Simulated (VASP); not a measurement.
# InSe2 (P4/nmm) in VASP: further runs, part 2 of 2

VASP 6.6.1. Earlier steps stand in the parts before.

## (4) Single point, PBE (strain +0.040 along x and y, -0.040 along z)

INCAR

```
PREC     = Accurate       # precision mode
ENCUT    = 520            # plane-wave cutoff, eV
EDIFF    = 1E-6           # SCF threshold, eV
ISMEAR   = 0              # smearing method
SIGMA    = 0.15           # smearing width, eV
LREAL    = False          # projectors in reciprocal space
LASPH    = True           # aspherical terms in the spheres
NELM     = 60             # most SCF steps
ALGO     = Normal         # electronic algorithm
ISIF     = 2              # what is computed and relaxed
LWAVE    = False          # write WAVECAR
LCHARG   = False          # write CHGCAR
GGA      = PE             # functional
NBANDS   = 34             # bands
```

KPOINTS

```
Automatic mesh
0
Gamma
  12 12 6
```

POSCAR

```
InSe2
1.0
    4.0428890035      0.0000000000      0.0000000000
    0.0000000000      4.0428890035      0.0000000000
    0.0000000000      0.0000000000      9.3432335618
In Se
2 4
Direct
    0.0000000000      0.5000000000      0.7035851637
    0.5000000000      0.0000000000      0.2964148363
    0.0000000000      0.5000000000      0.3657877574
    0.5000000000      0.0000000000      0.6342122426
    0.0000000000      0.0000000000      0.0000000000
    0.5000000000      0.5000000000      0.0000000000
```

Potentials or basis: VASP PAW PBE potentials, release 64 (In_d, Se).

Started as:

```bash
cat potpaw_PBE.64/In_d/POTCAR potpaw_PBE.64/Se/POTCAR > POTCAR
mpirun -np 1 vasp_std > vasp.out
```

OUTCAR:

```text
PREC = Accurate
   ENCUT = 520
   EDIFF = 1E-6
   ISMEAR = 0
   LREAL = False
   LASPH = True
   NELM = 60
   ISIF = 2
   GGA = PE

 ion  position               nearest neighbor table
   1  0.000  0.500  0.704-   4 2.93   4 2.93   4 2.93   4 2.93   3 3.16
   2  0.500  0.000  0.296-   3 2.93   3 2.93   3 2.93   3 2.93   4 3.16
   3  0.000  0.500  0.366-   2 2.93   2 2.93   2 2.93   2 2.93   1 3.16
   4  0.500  0.000  0.634-   1 2.93   1 2.93   1 2.93   1 2.93   2 3.16
   5  0.000  0.000  0.000-
   6  0.500  0.500  0.000-

  LATTYP: Found a simple tetragonal cell.
 ALAT       =     4.0428890035
 C/A-ratio  =     2.3110289582

  Lattice vectors:

 A1 = (   4.0428890035,   0.0000000000,   0.0000000000)
 A2 = (   0.0000000000,   4.0428890035,   0.0000000000)
 A3 = (   0.0000000000,   0.0000000000,   9.3432335618)

Analysis of symmetry for initial positions (statically):
=====================================================================
 Subroutine PRICEL returns:
 Original cell was already a primitive cell.

 Routine SETGRP: Setting up the symmetry group for a
 simple tetragonal supercell.
[... 173 lines left out ...]
  free energy    TOTEN  =       -20.07775260 eV

  energy without entropy =      -20.05166429  energy(sigma->0) =      -20.06470845

 E-fermi :   4.3418     XC(G=0):  -9.6962

 val. band max:        4.3118882266   @ k =   0.0833   0.0833   0.3333
 cond. band min:       4.3566510175   @ k =   0.3333   0.2500   0.3333
 fundamental gap:      0.0447627908
 Fermi energy:         4.3417738960

 k-point     1 :       0.0000    0.0000    0.0000
  band No.  band energies     occupation
      1     -10.0779      2.00000
      2     -10.0090      2.00000
      3      -9.8759      2.00000
      4      -9.8625      2.00000
      5      -9.8584      2.00000
      6      -9.8412      2.00000
[... 877 lines left out ...]
     33      10.3266      0.00000
     34      11.1335      0.00000

 [... further k-points ...]
[... 5 lines left out ...]
  --------------------------------------------------------------------------------------
  -------------------------------------------------------------------------------------
  Total       -5.2920851     -5.2920851      0.2900450      0.0000000      0.0000000      0.0000000
  in kB      -55.5209083    -55.5209083      3.0429524      0.0000000      0.0000000      0.0000000
  external PRESSURE =     -35.9996214 kB  Pullay stress =       0.0000000 kB

 VOLUME and BASIS-vectors are now :
 -----------------------------------------------------------------------------
  energy-cutoff  :      520.00
  volume of cell :      152.71
      direct lattice vectors                 reciprocal lattice vectors
     4.042889004  0.000000000  0.000000000     0.247347874  0.000000000  0.000000000
     0.000000000  4.042889004  0.000000000     0.000000000  0.247347874  0.000000000
     0.000000000  0.000000000  9.343233562     0.000000000  0.000000000  0.107029327

 POSITION                                       TOTAL-FORCE (eV/Angst)
 -----------------------------------------------------------------------------------
      0.00000      2.02144      6.57376         0.000000      0.000000     -0.306968
      2.02144      0.00000      2.76947        -0.000000      0.000000      0.306968
      0.00000      2.02144      3.41764        -0.000000      0.000000      0.000232
      2.02144      0.00000      5.92559         0.000000      0.000000     -0.000232
      0.00000      0.00000      0.00000         0.000000      0.000000      0.000000
      2.02144      2.02144      0.00000         0.000000     -0.000000      0.000000
 -----------------------------------------------------------------------------------
    total drift:                                0.000000      0.000000      0.000000

  FREE ENERGIE OF THE ION-ELECTRON SYSTEM (eV)
  ---------------------------------------------------
  free  energy   TOTEN  =       -20.0777526016 eV

  energy  without entropy=      -20.0516642934  energy(sigma->0) =      -20.06470845
```

Wall time 6.3 min (1 thread of AMD EPYC 9R45 (Zen 5), shared host); peak memory 0.53 GiB.

What came out:

| Item | Value |
| --- | --- |
| Free energy | -20.0778 eV |
| Pressure | -3.6 GPa |
| Largest force | 0.307 eV/Å |
| Band gap on the k mesh | zero (band 25 reaches 4.99 eV, above the bottom of band 26 at 3.24 eV) |

Forces on the atoms (eV/Å):
```
In   0.000  0.000 -0.307
In   0.000  0.000  0.307
Se   0.000  0.000  0.000
Se   0.000  0.000  0.000
Se   0.000  0.000  0.000
Se   0.000  0.000  0.000
```

Levels at points of the mesh, in eV from the Fermi level:
| k point | band 22 | band 23 | band 24 | band 25 | band 26 | band 27 | band 28 | band 29 |
| --- | --- | --- | --- | --- | --- | --- | --- | --- |
| (0.00, 0.00, 0.00) | -2.01 | -1.32 | -1.32 | 0.16 | 0.77 | 2.45 | 2.45 | 3.83 |
| (0.50, 0.00, 0.00) | -1.59 | -0.98 | -0.98 | -0.77 | -0.77 | 1.80 | 1.80 | 3.21 |
| (0.50, 0.50, 0.00) | -3.38 | -1.08 | -1.08 | -0.61 | -0.61 | 3.19 | 3.19 | 3.79 |
| (0.00, 0.00, 0.50) | -1.23 | -1.23 | -0.62 | 0.16 | 0.88 | 2.45 | 2.45 | 2.55 |
| (0.50, 0.00, 0.50) | -1.54 | -0.79 | -0.79 | -0.44 | -0.44 | 1.38 | 1.38 | 3.45 |
| (0.50, 0.50, 0.50) | -3.11 | -1.41 | -1.41 | -1.10 | -1.10 | 3.79 | 3.79 | 4.15 |

Caveat: the cell differs from its parent crystal (strain +0.040 along x and y, -0.040 along z); spin-orbit coupling is left out, which moves the levels of the heavy elements.

## (5) Single point, PBE (strain +0.000 along x and y, +0.040 along z)

INCAR

```
SYSTEM = InSe2
PREC = Accurate
ENCUT = 520
EDIFF = 1E-7
ISMEAR = 0
SIGMA = 0.15
LREAL = .False.
LASPH = .True.
NELM = 60
ALGO = Normal
ISIF = 2
LWAVE = .False.
LCHARG = .False.
GGA = PE
NBANDS = 34
```

KPOINTS

```
Automatic mesh
0
Gamma
  12 12 6
  0 0 0
```

Edit POSCAR of step 4 so:

```diff
@@ -2,5 +2,5 @@
 1.0
-    4.0428890035      0.0000000000      0.0000000000
-    0.0000000000      4.0428890035      0.0000000000
-    0.0000000000      0.0000000000      9.3432335618
+    3.8873932726      0.0000000000      0.0000000000
+    0.0000000000      3.8873932726      0.0000000000
+    0.0000000000      0.0000000000     10.1218363586
 In Se
```

Started as:

```bash
cat potpaw_PBE.64/In_d/POTCAR potpaw_PBE.64/Se/POTCAR > POTCAR
mpirun -np 1 vasp_std > vasp.out
```

Wall time 8.5 min (1 thread of AMD EPYC 9R45 (Zen 5), shared host); peak memory 0.55 GiB.

It converged, with:

| Property | Result |
| --- | --- |
| Free energy | -20.2876 eV |
| Pressure | -0.9 GPa |
| Largest force | 0.082 eV/Å |
| Band gap on the k mesh | zero (band 25 reaches 5.24 eV, above the bottom of band 26 at 3.23 eV) |

Forces on the atoms (eV/Å):
```
In   0.000  0.000  0.026
In   0.000  0.000 -0.026
Se   0.000  0.000 -0.082
Se   0.000  0.000  0.082
Se   0.000  0.000  0.000
Se   0.000  0.000  0.000
```

Stress tensor (GPa, compression positive):
```
-0.66  0.00  0.00
 0.00 -0.66  0.00
 0.00  0.00 -1.47
```

Levels at points of the mesh, in eV from the Fermi level:
```csv
k point,band 23,band 24,band 25,band 26,band 27,band 28
"(0.00, 0.00, 0.00)",-1.74,-1.74,0.42,0.43,3.03,3.03
"(0.50, 0.00, 0.00)",-1.20,-1.20,-0.92,-0.92,1.54,1.54
"(0.50, 0.50, 0.00)",-1.47,-1.47,-1.14,-1.14,2.74,2.74
"(0.00, 0.00, 0.50)",-1.70,-1.45,0.42,0.43,2.02,3.03
"(0.50, 0.00, 0.50)",-1.09,-1.09,-0.93,-0.93,1.08,1.08
"(0.50, 0.50, 0.50)",-1.60,-1.60,-1.36,-1.36,3.31,3.31
```

Caveat: the cell differs from its parent crystal (strain +0.000 along x and y, +0.040 along z); spin-orbit coupling is left out, which moves the levels of the heavy elements.

## (6) The runs side by side

| cell | gap on the mesh (eV) | pressure (GPa) | largest force (eV/Å) |
| --- | --- | --- | --- |
| a = 3.732, b = 3.732, c = 10.511 Å, 6 atoms | none | 4.9 | 0.40 |
| a = 4.043, b = 4.043, c = 8.954 Å, 6 atoms | none | -2.3 | 0.35 |
| a = 4.043, b = 4.043, c = 9.343 Å, 6 atoms | none | -3.6 | 0.31 |
| a = 3.887, b = 3.887, c = 10.122 Å, 6 atoms | none | -0.9 | 0.08 |

Alike in all rows: task single point; level PBE; potentials or basis VASP PAW PBE potentials, release 64 (In_d, Se); no spin polarisation; k mesh 12 × 12 × 6; cutoff (eV) 520; smearing gaussian 0.15 eV.

Caveats: spin-orbit coupling is left out, which moves the levels of the heavy elements.

Total energies depend on the potentials used, so only differences within one code and one set of settings carry meaning.
